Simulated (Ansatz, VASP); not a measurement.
## One calculation of NbZn3, two programs

Contents of INCAR:

```
ALGO     = Normal         # electronic algorithm
EDIFF    = 1E-7           # SCF threshold, eV
ENCUT    = 520            # plane-wave cutoff, eV
ISIF     = 2              # what is computed and relaxed
ISMEAR   = -1             # smearing method
LASPH    = T              # aspherical terms in the spheres
LCHARG   = F              # write CHGCAR
LREAL    = F              # projectors in reciprocal space
LWAVE    = F              # write WAVECAR
NBANDS   = 32             # bands
NELM     = 80             # most SCF steps
PREC     = Accurate       # precision mode
SIGMA    = 0.1            # smearing width, eV
```

The input KPOINTS:

```
k-points
0
Gamma
  7 7 7
```

Contents of POSCAR:

```
NbZn3
1.0
    3.9340000000      0.0000000000      0.0000000000
    0.0000000000      3.9340000000      0.0000000000
    0.0000000000      0.0000000000      3.9340000000
Nb Zn
1 3
Direct
    0.0000000000      0.0000000000      0.0000000000
    0.0000000000      0.5000000000      0.5000000000
    0.5000000000      0.0000000000      0.5000000000
    0.5000000000      0.5000000000      0.0000000000
```

Input for Ansatz:

```yaml
crystal:
  lattice:
    - [3.934, 0.0, 0.0]
    - [0.0, 3.934, 0.0]
    - [0.0, 0.0, 3.934]
  atoms:
    - { symbol: Nb, position: [0.0, 0.0, 0.0] }
    - { symbol: Zn, position: [0.0, 0.5, 0.5] }
    - { symbol: Zn, position: [0.5, 0.0, 0.5] }
    - { symbol: Zn, position: [0.5, 0.5, 0.0] }
basis:
  ecutwfc: 510.0
kpoints:
  mp_grid:
    grid: [7, 7, 7]
hamiltonian:
  xc: lda
scf:
  occupations:
    method: fermi_dirac
output:
  write_density: true
  write_potential: true
  volumetric_format: npy
  elf: true
  stress: true
  eigenvalues: true
```

Alike in both runs: task single point; functional LDA; k mesh 7 × 7 × 7; no spin polarisation.

```csv
,VASP,Ansatz
version,VASP 6.6.1,Ansatz 0.2.0
potentials or method,"VASP PAW LDA potentials, release 64 (Nb_sv, Zn), cutoff 520 eV","plane waves, PAW"
occupations,"fermi-dirac, width 0.1 eV",fermi-dirac
valence electrons in the cell,49,49
```

VASP gave:

- gap on the k mesh at the Fermi level (eV): none
- pressure (GPa): -9.0

Problem. Estimate Ansatz's values.

Solution. gap on the k mesh at the Fermi level (eV): none; pressure (GPa): -9.5.

LDA's correlation is that of Perdew and Zunger in VASP and of Perdew and Wang (1992) in Ansatz. A gap of «none» marks a metal or a gap that the smearing closes.
